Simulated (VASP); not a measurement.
A run of VASP 6.6.1:

File INCAR:

```
ALGO = Normal
EDIFF = 1E-6
ENCUT = 520
GGA = RE
ISIF = 2
ISMEAR = -1
LASPH = T
LCHARG = F
LREAL = F
LWAVE = F
NBANDS = 12
NELM = 100
PREC = Accurate
SIGMA = 0.1
```

File KPOINTS:

```
k-points
0
Gamma
  8 8 12
```

Contents of POSCAR:

```
Li
1.0
    5.1302651122      0.0000000000      0.0000000000
   -2.5651325561      4.4429399153      0.0000000000
    0.0000000000      0.0000000000      3.0098636627
Li
3
Direct
    0.0000000000      0.0000000000      1.0000000000
    0.3333333333      0.6666666667      0.5000000000
    0.6666666667      0.3333333333      0.5000000000
```

Potentials or basis: VASP PAW PBE potentials, release 64 (Li_sv).

Launch:

```sh
$ cat potpaw_PBE.64/Li_sv/POTCAR > POTCAR
$ mpirun -np 1 vasp_std > vasp.out
```

Hardware: 1 thread of Intel(R) Xeon(R) Platinum 8488C (Sapphire Rapids), with other jobs on the host.

Q: Estimate the wall time of this run.

A: Wall time 48 s on 1 thread of Intel(R) Xeon(R) Platinum 8488C (Sapphire Rapids) (shared host), peak memory 0.19 GiB. Counts: scf iterations 10, k points 70.
